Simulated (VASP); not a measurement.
The system is GaReSi.

```xyz
6
Lattice="3.2103 0.0000 0.0000 0.0000 3.2103 0.0000 0.0000 0.0000 8.1154" Properties=species:S:1:pos:R:3 pbc="T T T"
Ga    1.6052    0.0000    7.4147
Ga    0.0000    1.6052    0.7007
Si    0.0000    1.6052    3.3722
Si    1.6052    0.0000    4.7433
Re    0.0000    1.6052    5.9143
Re    1.6052    0.0000    2.2011
```

- Program: VASP 6.6.1
- Task: relaxation of cell and atoms
- Functional: LDA
- Potentials or basis: VASP PAW LDA potentials, release 64 (Ga_d, Si, Re_sv_GW)
- Cutoff: 500 eV
- k mesh: 12 × 12 × 6
- Occupations: gaussian, width 0.01 eV
- Spin: no spin polarisation

At the start: pressure -10.4 GPa; volume 13.94 Å³/atom.

Problem. Where does the relaxation end?

Solution. Over 13 steps the energy falls by 23.1 meV/atom and the volume is 13.26 Å³/atom (-4.9 %); space group P4/nmm (No. 129, to 0.1 Å) before and after.

Step by step:
```csv
step,energy change (eV),largest force (eV/Å),pressure (GPa),volume (Å³)
1,0.0000,0.1496,-10.40,83.64
2,0.3622,1.0657,25.66,73.15
3,-0.1318,0.3194,-0.39,79.87
4,-0.1319,0.3291,-0.06,79.77
5,-0.1369,0.0739,0.04,79.58
6,-0.1369,0.0757,0.04,79.60
7,-0.1383,0.0558,-0.01,79.59
8,-0.1385,0.0389,-0.05,79.59
9,-0.1386,0.0439,-0.04,79.59
10,-0.1388,0.0051,0.10,79.55
11,-0.1388,0.0035,0.08,79.55
12,-0.1388,0.0059,-0.15,79.62
13,-0.1388,0.0018,0.00,79.57
```

Final structure:
```
Ga Si Re
1.0
     3.16045    0.00000    0.00000
     0.00000    3.16045    0.00000
     0.00000    0.00000    7.96662
Ga Si Re
2 2 2
Direct
  0.50000 0.00000 0.91518
  0.00000 0.50000 0.08482
  0.00000 0.50000 0.41476
  0.50000 0.00000 0.58524
  0.00000 0.50000 0.73099
  0.50000 0.00000 0.26901
```
